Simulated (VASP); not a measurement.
Na:

```
Na
1.0
     0.00000    2.27627    2.27627
     2.27627    0.00000    2.27627
     2.27627    2.27627    0.00000
Na
1
Direct
  0.00000 0.00000 0.00000
```

This isn't the form of Na at room conditions, which is bcc.

```yaml
Program: VASP 6.6.1
Task: relaxation of cell and atoms
Functional: PBE
Potentials_or_basis: VASP PAW PBE potentials, release 64 (Na_pv)
Cutoff: 500 eV
k_mesh: 8 × 8 × 8
Occupations: gaussian, width 0.1 eV
Spin: no spin polarisation
```

At the start: pressure 8.0 GPa; volume 23.59 Å³/atom.

Task: How do energy, volume and symmetry change on relaxing?

Result: Over 4 steps the energy falls by 225.0 meV/atom and the volume is 35.47 Å³/atom (+50.4 %); space group Fm-3m (No. 225, to 0.1 Å) before and after.

The path:
```tsv
step	energy change (eV)	largest force (eV/Å)	pressure (GPa)	volume (Å³)
1	0.0000	0.0000	7.97	23.59
2	-0.1488	0.0000	3.64	27.83
3	-0.2190	0.0000	0.78	33.39
4	-0.2250	0.0000	0.19	35.47
```

Final structure:
```yaml
crystal:
  lattice:
    - [0.00000, 2.60774, 2.60774]
    - [2.60774, 0.00000, 2.60774]
    - [2.60774, 2.60774, 0.00000]
  atoms:
    - { symbol: Na, position: [0.00000, 0.00000, 0.00000] }
```

Caveat: the volume moved by over 15 % at a fixed basis, so the end points are rough.
